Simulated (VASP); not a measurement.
Here is a VASP 6.6.1 calculation.

Contents of POSCAR:

```
Ge
1.0
    0.0000000000      2.8661367691      2.8661367691
    2.8661367691      0.0000000000      2.8661367691
    2.8661367691      2.8661367691      0.0000000000
Ge
2
Direct
    0.7500000000      0.7500000000      0.7500000000
    0.5000000000      0.5000000000      0.5000000000
```

INCAR.step1

```
ALGO = Normal
EDIFF = 1E-5
ENCUT = 520
GGA = PE
ISIF = 2
ISMEAR = -1
LASPH = T
LREAL = F
LWAVE = T
NBANDS = 21
NELM = 100
PREC = Accurate
SIGMA = 0.05
```

INCAR.step2

```
ALGO = Normal
EDIFF = 1E-6
ENCUT = 520
GGA = PE
HFSCREEN = 0.2079
ISIF = 2
ISMEAR = -1
ISTART = 1
LASPH = T
LCHARG = T
LELF = T
LHFCALC = T
LREAL = F
LVHAR = T
LWAVE = F
NBANDS = 21
NELM = 100
PREC = Accurate
PRECFOCK = Normal
SIGMA = 0.05
```

Contents of KPOINTS:

```
k-points
0
Gamma
  4 4 4
```

Potentials or basis: VASP PAW PBE potentials, release 64 (Ge_d).

Launch:

```sh
$ cat potpaw_PBE.64/Ge_d/POTCAR > POTCAR
$ cp INCAR.step1 INCAR
$ mpirun -np 1 vasp_std > vasp.out
$ cp INCAR.step2 INCAR
$ mpirun -np 1 vasp_std > vasp.out
```

**Question.** What does it give for the pressure?

**Answer.** -1.6 GPa.

**Question.** Estimate the band gap on the k mesh.

**Answer.** 0.56 eV, direct.

Caveat: the k points lie up to 0.47 Å⁻¹ apart; the PAW data sets were made with another functional, which shifts forces and pressure a little. A k mesh can miss the band edges.
